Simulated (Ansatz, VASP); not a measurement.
Sn: VASP beside Ansatz

```
CELL_PARAMETERS angstrom
0.00000 3.23334 3.23334
3.23334 0.00000 3.23334
3.23334 3.23334 0.00000
ATOMIC_POSITIONS crystal
Sn 0.00000 0.00000 0.00000
Sn 0.25000 0.25000 0.25000
```

Alike in both runs: task single point; functional BLYP; k mesh 9 × 9 × 9; occupations fermi-dirac, width 0.05 eV; no spin polarisation.

|  | VASP | Ansatz |
| --- | --- | --- |
| version | VASP 6.6.1 | Ansatz 0.2.0 |
| potentials or method | VASP PAW PBE potentials, release 64 (Sn_d), cutoff 500 eV | plane waves, PAW |
| valence electrons in the cell | 28 | 28 |

```tsv
	VASP	Ansatz	Ansatz less VASP
pressure (GPa)	6.5	6.5	-0.02
```

VASP's potentials were made for PBE, not for BLYP.
